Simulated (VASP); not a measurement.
# RbBr (P1) in VASP: single point with PBEsol

Aim: the single point of RbBr with PBEsol.

Program: VASP 6.6.1. These are calculated values, not measurements. Logs are shortened: lines on timing, memory, paths and dates and some standing lists are left out, and cuts for length are marked.

### 1 The cell of the first run

The typed cell holds 16 atoms: a = 9.789 Å, b = 9.789 Å, c = 9.789 Å, α = 60.00°, β = 60.00°, γ = 60.00°.

### 2 Single point, PBEsol

Contents of INCAR:

```
PREC = Accurate
ENCUT = 520
EDIFF = 1E-6
ISMEAR = -1
SIGMA = 0.052
LREAL = Auto
LASPH = T
NELM = 80
ALGO = Normal
ISIF = 2
LWAVE = F
LCHARG = F
GGA = PS
NBANDS = 78
```

Contents of KPOINTS:

```
Automatic mesh
0
Gamma
  2 2 2
```

Contents of POSCAR:

```
RbBr
1.0
    0.0000000000      6.9216640948      6.9216640948
    6.9216640948      0.0000000000      6.9216640948
    6.9216640948      6.9216640948      0.0000000000
Rb Br
8 8
Direct
    0.0017378046     -0.0019224423      0.0018270895
   -0.0034385517     -0.0111859661      0.5065383775
    0.0010011321      0.4950496662      0.0101593344
   -0.0013950402      0.4973724458      0.4972086124
    0.5068976119     -0.0024946313      0.0088754668
    0.4969244322      0.0108774420      0.4920182421
    0.4951424907      0.5044768068     -0.0006443537
    0.5073340676      0.5034844153      0.4959986432
    0.2465951073      0.2470871855      0.2600389842
    0.2540181777      0.2507422314      0.7443098118
    0.2445424939      0.7581189911      0.2469010308
    0.2542170461      0.7463369978      0.7498287881
    0.7643813579      0.2354711205      0.2513846347
    0.7391126512      0.2544800608      0.7475825797
    0.7445450876      0.7611814049      0.2391014613
    0.7480912724      0.7512267901      0.7480370947
```

Potentials or basis: VASP PAW PBE potentials, release 64 (Rb_sv, Br).

Run with:

```bash
$ cat potpaw_PBE.64/Rb_sv/POTCAR potpaw_PBE.64/Br/POTCAR > POTCAR
$ mpirun -np 1 vasp_std > vasp.out
```

OUTCAR:

```text
PREC = Accurate
   ENCUT = 520
   EDIFF = 1E-6
   ISMEAR = -1
   LREAL = Auto
   LASPH = T
   NELM = 80
   ISIF = 2
   GGA = PS

 ion  position               nearest neighbor table
   1  0.002  0.998  0.002-  13 3.37  11 3.38  15 3.42  12 3.49  10 3.50  14 3.58   5 4.81   7 4.83
                             2 4.87   6 4.87   4 4.88   3 4.89   3 4.90   4 4.91   2 4.92   6 4.92
   2  0.997  0.989  0.507-  16 3.36  13 3.38  11 3.40  12 3.47  14 3.51   9 3.52   4 4.85   6 4.86
                             5 4.86   1 4.87   8 4.88   3 4.88   3 4.91   8 4.92   1 4.92   5 4.94
   3  0.001  0.495  0.010-   9 3.43  15 3.43  13 3.44  12 3.49  10 3.53  16 3.57   4 4.77   8 4.79
                             7 4.83   5 4.88   2 4.88   1 4.89   1 4.90   2 4.91   5 4.91   7 4.96
   4  0.999  0.497  0.497-   9 3.37  14 3.48  10 3.48  16 3.49  11 3.51  15 3.55   3 4.77   8 4.79
                             6 4.82   2 4.85   7 4.87   1 4.88   1 4.91   7 4.92   2 4.94   6 4.97
   5  0.507  0.998  0.009-  15 3.24  14 3.39   9 3.47  11 3.48  16 3.51  10 3.58   6 4.75   8 4.80
                             1 4.81   2 4.86   7 4.86   3 4.88   3 4.91   7 4.93   2 4.94   1 4.98
   6  0.497  0.011  0.492-   9 3.34  10 3.41  13 3.41  15 3.48  16 3.51  12 3.51   5 4.75   4 4.82
                             7 4.83   2 4.86   1 4.87   8 4.89   8 4.90   1 4.92   2 4.94   7 4.96
   7  0.495  0.504  0.999-  12 3.40  16 3.46  11 3.47  14 3.47   9 3.50  13 3.61   6 4.83   1 4.83
                             3 4.83   5 4.86   4 4.87   8 4.87   8 4.92   4 4.92   5 4.93   1 4.96
   8  0.507  0.503  0.496-  14 3.35  15 3.43  12 3.44  10 3.50  11 3.54  13 3.55   4 4.79   3 4.79
                             5 4.80   7 4.87   2 4.88   6 4.89   6 4.90   2 4.92   7 4.92   5 4.99
   9  0.247  0.247  0.260-   6 3.34   4 3.37   3 3.43   5 3.47   7 3.50   2 3.52
  10  0.254  0.251  0.744-   6 3.41   4 3.48   1 3.50   8 3.50   3 3.53   5 3.58
  11  0.245  0.758  0.247-   1 3.38   2 3.40   7 3.47   5 3.48   4 3.51   8 3.54
  12  0.254  0.746  0.750-   7 3.40   8 3.44   2 3.47   1 3.49   3 3.49   6 3.51
  13  0.764  0.235  0.251-   1 3.37   2 3.38   6 3.41   3 3.44   8 3.55   7 3.61
  14  0.739  0.254  0.748-   8 3.35   5 3.39   7 3.47   4 3.48   2 3.51   1 3.58
  15  0.745  0.761  0.239-   5 3.24   1 3.42   8 3.43   3 3.43   6 3.48   4 3.55
  16  0.748  0.751  0.748-   2 3.36   7 3.46   4 3.49   6 3.51   5 3.51   3 3.57

  LATTYP: Found a face centered cubic cell.
 ALAT       =    13.8433281896

  Lattice vectors:

 A1 = (   0.0000000000,   6.9216640948,   6.9216640948)
 A2 = (   6.9216640948,   0.0000000000,   6.9216640948)
 A3 = (   6.9216640948,   6.9216640948,   0.0000000000)

Analysis of symmetry for initial positions (statically):
=====================================================================
 Subroutine PRICEL returns:
 Original cell was already a primitive cell.

 Routine SETGRP: Setting up the symmetry group for a
 face centered cubic supercell.

 Subroutine GETGRP returns: Found  1 space group operations
[... 143 lines left out ...]
   ISMEAR =    -1;   SIGMA  =   0.05  broadening in eV -4-tet -1-fermi 0-gaus
   EFERMI_NEDOS =   21; number of points for ismear=-14 and -15
   IALGO  =     38    algorithm
   IMIX   =      4    mixing-type and parameters
     AMIX     =   0.40;   BMIX     =  1.00
     AMIX_MAG =   1.60;   BMIX_MAG =  1.00
  volume/ion in A,a.u.               =      41.45       279.73
  Fermi-wavevector in a.u.,A,eV,Ry     =   0.946072  1.787817 12.177931  0.895053
  Thomas-Fermi vector in A             =   2.074035
   LORBIT       =      0    0 simple, 1 ext, 2 COOP (PROOUT), +10 PAW based schemes
   GGA     = PS    functional components
   LHFCALC =     F    Hartree Fock is set to
   AEXX    =    0.0000 exact exchange contribution
   IVDW    =     0    specifies the selected vdW correction
   LEPSILON=     F    determine dielectric tensor
   LRPA    =     F    only Hartree local field effects (RPA)
 non-spin polarized calculation
  energy-cutoff  :      520.00
  volume of cell :      663.23
 maximum number of plane-waves:     17933
 NGX is ok and might be reduce to    80
   NGX = 37   NGY = 37   NGZ = 37

 number of electron     128.0000000 magnetization

 Free energy of the ion-electron system (eV)
  ---------------------------------------------------
  ext. energy  EPLUGINS =         0.00000000
  ---------------------------------------------------
  free energy    TOTEN  =       -50.73327582 eV

  energy without entropy =      -50.73327582  energy(sigma->0) =      -50.73327582

 E-fermi :  -0.5997     XC(G=0):  -7.2799

 val. band max:       -1.9263405106   @ k =   0.0000   0.0000   0.0000
 cond. band min:       2.1928815892   @ k =   0.0000   0.0000   0.0000
 fundamental gap:      4.1192220999
 Fermi energy:        -0.5997369468

 k-point     1 :       0.0000    0.0000    0.0000
  band No.  band energies     occupation
      1     -26.4269      2.00000
      2     -26.4231      2.00000
      3     -26.4146      2.00000
      4     -26.3813      2.00000
      5     -26.3402      2.00000
      6     -26.3105      2.00000
[... 621 lines left out ...]
     75       4.9762      0.00000
     76       4.9898      0.00000
 [bands above 76 left out]

------------------------ aborting loop because EDIFF is reached ----------------------------------------

  FORCE on cell =-STRESS in cart. coord.  units (eV):
  Direction    XX          YY          ZZ          XY          YZ          ZX
  --------------------------------------------------------------------------------------
  -------------------------------------------------------------------------------------
  Total       -1.5077383     -0.9578301     -1.5770274     -0.0053808      0.0131021     -0.0082653
  in kB       -3.6422941     -2.3138622     -3.8096779     -0.0129986      0.0316512     -0.0199668
  external PRESSURE =      -3.2552781 kB  Pullay stress =       0.0000000 kB

 VOLUME and BASIS-vectors are now :
 -----------------------------------------------------------------------------
  energy-cutoff  :      520.00
  volume of cell :      663.23
      direct lattice vectors                 reciprocal lattice vectors
     0.000000000  6.921664095  6.921664095    -0.072236964  0.072236964  0.072236964
     6.921664095  0.000000000  6.921664095     0.072236964 -0.072236964  0.072236964
     6.921664095  6.921664095  0.000000000     0.072236964  0.072236964 -0.072236964

 POSITION                                       TOTAL-FORCE (eV/Angst)
 -----------------------------------------------------------------------------------
      6.92100      0.02467      6.92039        -0.054847     -0.077245      0.081855
     10.35033     10.40395     13.74210         0.052478      0.044620      0.067978
      3.49689      0.07725      3.43350        -0.109493     -0.086417      0.031495
      6.88416     10.35352     10.35465         0.106756      0.030263      0.015292
      6.96583      3.57001     10.41297        -0.048457     -0.296086     -0.050428
      3.48088      6.84513      3.51483         0.009239      0.145871     -0.061325
[... 8 lines left out ...]
      6.92362      6.80847     10.42213        -0.006370      0.236697     -0.022750
     10.37740     10.35570     10.37778        -0.003285      0.041285     -0.073401
 -----------------------------------------------------------------------------------
    total drift:                               -0.012351      0.004033      0.005752

  FREE ENERGIE OF THE ION-ELECTRON SYSTEM (eV)
  ---------------------------------------------------
  free  energy   TOTEN  =       -50.7332758176 eV

  energy  without entropy=      -50.7332758175  energy(sigma->0) =      -50.73327582
```

OSZICAR:

```text
N       E                     dE             d eps       ncg     rms          rms(c)
DAV:   1     0.963849460229E+03    0.96385E+03   -0.53475E+04  1248   0.138E+03
DAV:   2     0.558445551329E+02   -0.90800E+03   -0.88429E+03  1678   0.272E+02
DAV:   3    -0.496333009606E+02   -0.10548E+03   -0.10522E+03  1576   0.931E+01
DAV:   4    -0.522629503407E+02   -0.26296E+01   -0.26259E+01  1500   0.175E+01
DAV:   5    -0.524467356746E+02   -0.18379E+00   -0.18376E+00  1934   0.318E+00    0.752E+00
DAV:   6    -0.507788540026E+02    0.16679E+01   -0.32418E+00  1408   0.366E+00    0.523E+00
DAV:   7    -0.506396395661E+02    0.13921E+00   -0.15677E+00  1616   0.257E+00    0.248E+00
DAV:   8    -0.507181643538E+02   -0.78525E-01   -0.18476E-01  1554   0.106E+00    0.322E-01
DAV:   9    -0.507295879424E+02   -0.11424E-01   -0.36992E-02  1392   0.424E-01    0.187E-01
DAV:  10    -0.507330021562E+02   -0.34142E-02   -0.67377E-03  1538   0.216E-01    0.284E-02
DAV:  11    -0.507331864205E+02   -0.18426E-03   -0.50402E-04  1832   0.515E-02    0.150E-02
DAV:  12    -0.507332678019E+02   -0.81381E-04   -0.10968E-04  1472   0.279E-02    0.800E-03
DAV:  13    -0.507332753281E+02   -0.75262E-05   -0.11417E-05  1224   0.875E-03    0.429E-03
DAV:  14    -0.507332758176E+02   -0.48950E-06   -0.15941E-06   976   0.374E-03
   1 F= -.50733276E+02 E0= -.50733276E+02  d E =-.167386E-10
```

stdout:

```text
POSCAR found type information on POSCAR RbBr
 POSCAR found :  2 types and      16 ions
 scaLAPACK will be used
 -----------------------------------------------------------------------------
|                                                                             |
|                                                                             |
|     You enforced a specific xc type in the INCAR file but a different       |
|     I HOPE YOU KNOW WHAT YOU ARE DOING!                                     |
|                                                                             |
 -----------------------------------------------------------------------------

 LDA part: xc-table for (Slater+PW92), standard interpolation
 POSCAR, INCAR and KPOINTS ok, starting setup
 FFT: planning ... GRIDC
 FFT: planning ... GRID_SOFT
 FFT: planning ... GRID
 WAVECAR not read
 entering main loop
```

Run time: 10 min. Hardware: 1 thread of Intel Xeon Platinum 8488C (Sapphire Rapids), shared host; peak memory 1.1 GiB.

What came out:

| Quantity | Value |
| --- | --- |
| Free energy | -50.7333 eV |
| Pressure | -0.3 GPa |
| Largest force | 0.304 eV/Å |
| Band gap on the k mesh | 4.12 eV |

Forces in eV/Å, atoms in the order of the input:
```
Rb  -0.055 -0.077  0.082
Rb   0.052  0.045  0.068
Rb  -0.109 -0.086  0.031
Rb   0.107  0.030  0.015
Rb  -0.048 -0.296 -0.050
Rb   0.009  0.146 -0.061
Rb  -0.014  0.067  0.026
Rb  -0.022 -0.089 -0.106
Br  -0.038 -0.079  0.025
Br   0.067  0.005  0.000
Br  -0.076  0.098 -0.031
Br   0.024 -0.026 -0.010
Br   0.112 -0.138  0.031
Br   0.000  0.123  0.076
Br  -0.006  0.237 -0.023
Br  -0.003  0.041 -0.073
```

Stress tensor (GPa, compression positive):
```
-0.36  0.00  0.00
 0.00 -0.23  0.00
 0.00  0.00 -0.38
```

Caveat: the atoms stand as in a frame of molecular dynamics; the PAW data sets were made with another functional, which shifts forces and pressure a little.
